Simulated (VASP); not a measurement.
# Zn2C (Fm-3m) in VASP: settings compared, part 2 of 2

VASP 6.6.1.

### 5 Single point, PBE-based global hybrid

Input file POSCAR:

```
Zn2C
1.0
    0.0000000000      2.5779490376      2.5779490376
    2.5779490376      0.0000000000      2.5779490376
    2.5779490376      2.5779490376      0.0000000000
C Zn
1 2
Direct
    0.0000000000      0.0000000000      0.0000000000
    0.2500000000      0.2500000000      0.2500000000
    0.7500000000      0.7500000000      0.7500000000
```

Input file INCAR.step1:

```
SYSTEM = Zn2C
PREC = Accurate ; ENCUT = 520
EDIFF = 1E-5 ; ISMEAR = -1
SIGMA = 0.02 ; LREAL = .False.
LASPH = .True. ; NELM = 100
ALGO = Normal ; ISIF = 2
LWAVE = .True. ; LCHARG = .False.
NBANDS = 21 ; GGA = PE
```

Input file INCAR.step2:

```
SYSTEM = Zn2C
PREC = Accurate ; ENCUT = 520
EDIFF = 1E-6 ; ISMEAR = -1
SIGMA = 0.02 ; LREAL = .False.
LASPH = .True. ; NELM = 100
ALGO = Normal ; ISIF = 2
LWAVE = .False. ; LCHARG = .False.
GGA = PE ; LHFCALC = .True.
AEXX = 0.35 ; PRECFOCK = Normal
NBANDS = 21 ; ISTART = 1
```

Input file KPOINTS:

```
regular mesh
0
Gamma
  4 4 4
  0 0 0
```

Potentials or basis: VASP PAW PBE potentials, release 64 (C, Zn).

On the command line:

```
$ cat potpaw_PBE.64/C/POTCAR potpaw_PBE.64/Zn/POTCAR > POTCAR
$ cp INCAR.step1 INCAR
$ mpirun -np 1 vasp_std > vasp.out
$ cp INCAR.step2 INCAR
$ mpirun -np 1 vasp_std > vasp.out
```

OUTCAR:

```text
SYSTEM = Zn2C
   PREC = Accurate
   ENCUT = 520
   EDIFF = 1E-6
   ISMEAR = -1
   LREAL = .False.
   LASPH = .True.
   NELM = 100
   ISIF = 2
   GGA = PE
   LHFCALC = .True.
   AEXX = 0.35
   PRECFOCK = Normal
   ISTART = 1

 ion  position               nearest neighbor table
   1  0.000  0.000  0.000-   3 2.23   3 2.23   3 2.23   2 2.23   3 2.23   2 2.23   2 2.23   2 2.23

   2  0.250  0.250  0.250-   1 2.23   1 2.23   1 2.23   1 2.23   3 2.58   3 2.58   3 2.58   3 2.58
                             3 2.58   3 2.58
   3  0.750  0.750  0.750-   1 2.23   1 2.23   1 2.23   1 2.23   2 2.58   2 2.58   2 2.58   2 2.58
                             2 2.58   2 2.58

  LATTYP: Found a face centered cubic cell.
 ALAT       =     5.1558980752

  Lattice vectors:

 A1 = (   0.0000000000,   2.5779490376,   2.5779490376)
 A2 = (   2.5779490376,   0.0000000000,   2.5779490376)
 A3 = (   2.5779490376,   2.5779490376,   0.0000000000)

Analysis of symmetry for initial positions (statically):
=====================================================================
 Subroutine PRICEL returns:
 Original cell was already a primitive cell.

 Routine SETGRP: Setting up the symmetry group for a
 face centered cubic supercell.

 Subroutine GETGRP returns: Found 48 space group operations
 (whereof 48 operations were pure point group operations)
 out of a pool of 48 trial point group operations.

The static configuration has the point symmetry O_h .

Analysis of symmetry for dynamics (positions and initial velocities):
=====================================================================
 Subroutine PRICEL returns:
 Original cell was already a primitive cell.

 Routine SETGRP: Setting up the symmetry group for a
 face centered cubic supercell.

[... 110 lines left out ...]
  volume/ion in A,a.u.               =      11.42        77.08
  Fermi-wavevector in a.u.,A,eV,Ry     =   1.530535  2.892291 31.872144  2.342536
  Thomas-Fermi vector in A             =   2.638004
   LORBIT       =      0    0 simple, 1 ext, 2 COOP (PROOUT), +10 PAW based schemes
   GGA     = PE    functional components
   LHFCALC =     T    Hartree Fock is set to
   PRECFOCK=normal    Normal, Fast or Accurate (Low or Medium for compatibility)
   ENCUT4O =  -1.0   cutoff for four orbital integrals eV
   NKREDX  =     1    reduce k-point grid by
   NKREDY  =     1    reduce k-point grid by
   NKREDZ  =     1    reduce k-point grid by
   AEXX    =    0.3500 exact exchange contribution
   HFSCREEN=    0.0000 screening length (either q_TF or 0.3 A-1)
   HFSCREENC=   0.0000 screening length for correlation (either q_TF or 0.3 A-1)
   ENCUTFOCK=  -1.0 apply spherical cutoff to Coloumb kernel
   IVDW    =     0    specifies the selected vdW correction
   LEPSILON=     F    determine dielectric tensor
   LRPA    =     F    only Hartree local field effects (RPA)
 non-spin polarized calculation
  energy-cutoff  :      520.00
  volume of cell :       34.27
 maximum number of plane-waves:       941
  NGX = 24; NGY = 24; NGZ = 24

 number of electron      27.9999984 magnetization

 Free energy of the ion-electron system (eV)
  ---------------------------------------------------
  ext. energy  EPLUGINS =         0.00000000
  ---------------------------------------------------
  free energy    TOTEN  =       -12.58767629 eV

  energy without entropy =      -12.58767629  energy(sigma->0) =      -12.58767629

 E-fermi :   3.9848     XC(G=0):  -8.4105

 val. band max:        3.5116188529   @ k =   0.0000   0.0000   0.0000
 cond. band min:       5.7897894275   @ k =   0.0000   0.0000   0.0000
 fundamental gap:      2.2781705746
 Fermi energy:         3.9847818221

 k-point     1 :       0.0000    0.0000    0.0000
  band No.  band energies     occupation
      1     -12.5713      2.00000
      2      -7.7956      2.00000
      3      -7.7956      2.00000
      4      -7.7956      2.00000
      5      -7.6765      2.00000
      6      -7.6765      2.00000
[... 181 lines left out ...]
     20      17.2171      0.00000
     21      23.1525      0.00000

------------------------ aborting loop because EDIFF is reached ----------------------------------------

  FORCE on cell =-STRESS in cart. coord.  units (eV):
  Direction    XX          YY          ZZ          XY          YZ          ZX
  --------------------------------------------------------------------------------------
  -------------------------------------------------------------------------------------
  Total        0.0040913      0.0040913      0.0040913      0.0000000     -0.0000000      0.0000000
  in kB        0.1913017      0.1913017      0.1913017      0.0000000     -0.0000000      0.0000000
  external PRESSURE =       0.1913017 kB  Pullay stress =       0.0000000 kB

 VOLUME and BASIS-vectors are now :
 -----------------------------------------------------------------------------
  energy-cutoff  :      520.00
  volume of cell :       34.27
      direct lattice vectors                 reciprocal lattice vectors
     0.000000000  2.577949038  2.577949038    -0.193952632  0.193952632  0.193952632
     2.577949038  0.000000000  2.577949038     0.193952632 -0.193952632  0.193952632
     2.577949038  2.577949038  0.000000000     0.193952632  0.193952632 -0.193952632

 POSITION                                       TOTAL-FORCE (eV/Angst)
 -----------------------------------------------------------------------------------
      0.00000      0.00000      0.00000         0.000000      0.000000      0.000000
      1.28897      1.28897      1.28897         0.000000      0.000000     -0.000000
      3.86692      3.86692      3.86692        -0.000000     -0.000000     -0.000000
 -----------------------------------------------------------------------------------
    total drift:                               -0.000000     -0.000000     -0.000000

  FREE ENERGIE OF THE ION-ELECTRON SYSTEM (eV)
  ---------------------------------------------------
  free  energy   TOTEN  =       -12.5876762860 eV

  energy  without entropy=      -12.5876762860  energy(sigma->0) =      -12.58767629
```

OUTCAR.step1:

```text
SYSTEM = Zn2C
   PREC = Accurate
   ENCUT = 520
   EDIFF = 1E-5
   ISMEAR = -1
   LREAL = .False.
   LASPH = .True.
[... 399 lines left out ...]
      0.00000      0.00000      0.00000        -0.000000     -0.000000      0.000000
      1.28897      1.28897      1.28897         0.000000      0.000000      0.000000
      3.86692      3.86692      3.86692        -0.000000     -0.000000     -0.000000
 -----------------------------------------------------------------------------------
    total drift:                                0.000000      0.000000      0.000000

  FREE ENERGIE OF THE ION-ELECTRON SYSTEM (eV)
  ---------------------------------------------------
  free  energy   TOTEN  =        -9.0547032654 eV

  energy  without entropy=       -9.0535003685  energy(sigma->0) =       -9.05410182
```

OSZICAR.step1:

```text
N       E                     dE             d eps       ncg     rms          rms(c)
DAV:   1     0.147006624266E+03    0.14701E+03   -0.13714E+04   336   0.208E+03
DAV:   2    -0.575576253262E+00   -0.14758E+03   -0.14023E+03   356   0.333E+02
DAV:   3    -0.109223579405E+02   -0.10347E+02   -0.10171E+02   366   0.895E+01
DAV:   4    -0.111055877989E+02   -0.18323E+00   -0.18287E+00   376   0.114E+01
DAV:   5    -0.111068179823E+02   -0.12302E-02   -0.12302E-02   376   0.835E-01    0.102E+01
DAV:   6    -0.905996332584E+01    0.20469E+01   -0.48087E+00   491   0.505E+01    0.721E+00
DAV:   7    -0.907270709535E+01   -0.12744E-01   -0.86930E-01   369   0.108E+01    0.379E+00
DAV:   8    -0.905677020482E+01    0.15937E-01   -0.42984E-02   387   0.155E+00    0.118E+00
DAV:   9    -0.905470038403E+01    0.20698E-02   -0.29929E-03   417   0.586E-01    0.141E-01
DAV:  10    -0.905466879617E+01    0.31588E-04   -0.78261E-04   476   0.237E-01    0.603E-02
DAV:  11    -0.905470327838E+01   -0.34482E-04   -0.12705E-04   356   0.833E-02    0.195E-02
DAV:  12    -0.905470326542E+01    0.12965E-07   -0.20268E-06   208   0.126E-02
   1 F= -.90547033E+01 E0= -.90541018E+01  d E =-.120290E-02
```

Run time: 17 min. Hardware: 1 thread of AMD EPYC 9R14 (Zen 4), shared host; peak memory 0.14 GiB.

What came out:

```yaml
Free_energy: -12.5877 eV
Pressure: 0.0 GPa
Band_gap_on_the_k_mesh: 2.28 eV, direct
```

Caveat: the k points lie up to 0.53 Å⁻¹ apart; the PAW data sets were made with another functional, which shifts forces and pressure a little.

### 6 Summary

| level | k mesh | grid for exact exchange (PRECFOCK) | screening parameter | share of exact exchange | gap on the mesh (eV) | pressure (GPa) |
| --- | --- | --- | --- | --- | --- | --- |
| r2SCAN+D3(BJ) | 6 × 6 × 6 | - | - | - | 0.12 | -1.8 |
| r2SCAN | 6 × 6 × 6 | - | - | - | 0.12 | 0.5 |
| HSE06 | 4 × 4 × 4 | Normal | 0.2079 1/Å | - | 0.82 | 1.6 |
| PBE-based global hybrid | 4 × 4 × 4 | Normal | - | 0.35 | 2.28 | 0.0 |

Alike in all rows: task single point; potentials or basis VASP PAW PBE potentials, release 64 (C, Zn); no spin polarisation; cell as given; cutoff (eV) 520; smearing fermi-dirac 0.02 eV.

Caveats: some runs use coarse meshes; the PAW data sets were made with another functional, which shifts forces and pressure a little.

Total energies depend on the potentials used, so only differences within one code and one set of settings carry meaning.
